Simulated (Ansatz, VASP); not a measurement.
Re: VASP beside Ansatz

Contents of INCAR:

```
SYSTEM = Re
PREC = Accurate
ENCUT = 520
EDIFF = 1E-6
ISMEAR = 0
SIGMA = 0.15
LREAL = .False.
LASPH = .True.
NELM = 100
ALGO = Normal
ISIF = 2
LWAVE = .False.
LCHARG = .False.
GGA = PS
NBANDS = 10
```

File KPOINTS:

```
Automatic mesh
0
Gamma
  20 20 20
  0 0 0
```

Contents of POSCAR:

```
Re
1.0
    0.0000000000      2.0046250000      2.0046250000
    2.0046250000      0.0000000000      2.0046250000
    2.0046250000      2.0046250000      0.0000000000
Re
1
Direct
    0.0000000000      0.0000000000      0.0000000000
```

Input for Ansatz:

```yaml
crystal:
  lattice:
    - [0.0, 2.004625, 2.004625]
    - [2.004625, 0.0, 2.004625]
    - [2.004625, 2.004625, 0.0]
  atoms:
    - { symbol: Re, position: [0.0, 0.0, 0.0] }
basis:
  ecutwfc: 420
kpoints:
  mp_grid: { grid: [20, 20, 20] }
hamiltonian:
  xc: pbesol
scf:
  occupations: { method: gaussian, width: 0.15 }
output:
  forces: true
  stress: true
  eigenvalues: true
```

Change from the starting cell: strain +0.015 along x and y, +0.015 along z, atoms carried along.

Alike in both runs: task single point; functional PBEsol; k mesh 20 × 20 × 20; occupations gaussian, width 0.15 eV; no spin polarisation.

```csv
,VASP,Ansatz
version,VASP 6.6.1,Ansatz 0.2.0
potentials or method,"VASP PAW PBE potentials, release 64 (Re), cutoff 520 eV","scalar-relativistic, plane waves, PAW"
valence electrons in the cell,7,15
```

```tsv
	VASP	Ansatz	Ansatz less VASP
gap on the k mesh at the Fermi level (eV)	none	none	-
pressure (GPa)	-31.4	-30.7	+0.64
```

VASP's potentials were made for PBE, not for PBEsol. A gap of «none» marks a metal or a gap that the smearing closes. Both programs put the cell under strong tension, so it lies far from rest at this level. VASP's potentials hold 7 valence electrons a cell and Ansatz's 15, so a difference there can come from the potentials and not from the codes.

Spin-orbit coupling is off throughout. Noted on VASP's run: the cell as given lies far from equilibrium.
